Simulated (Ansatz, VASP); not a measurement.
## Sb: VASP beside Ansatz

```
Sb
1.0
     3.17584    0.00000    0.00000
     0.00000    3.17584    0.00000
     0.00000    0.00000    3.08334
Sb
1
Direct
  0.00000 0.00000 0.00000
```

Change from the starting cell: x and y stretched by +3 %, z held, PAW files.

Alike in both runs: task electric field gradients; functional PBEsol; k mesh 12 × 12 × 12; occupations fermi-dirac, width 0.05 eV; no spin polarisation.

|  | VASP | Ansatz |
| --- | --- | --- |
| version | VASP 6.6.1 | Ansatz 0.2.0 |
| potentials or method | VASP PAW PBE potentials, release 64 (Sb) | PAW with Ansatz's default frozen-core files, scalar-relativistic |
| plane-wave cutoff (eV) | 520 | 420 |
| valence electrons in the cell | 5 | 15 |

VASP gave:

```
pressure (GPa)                                                : -4.0
traceless stress, the component that is largest in VASP (GPa) : 1.55
size of Vzz on the site where it differs most (V/Å²)          : 1.7
```

Q: Estimate Ansatz's values.

A: Pressure (GPa): -4.1; traceless stress, the component that is largest in VASP (GPa): 1.54; size of Vzz on the site where it differs most (V/Å²): 4.0.

VASP's potentials were made for PBE, not for PBEsol. VASP's potentials hold 5 valence electrons a cell and Ansatz's 15, so a difference there can come from the potentials and not from the codes.

Neither program's run includes spin-orbit coupling.
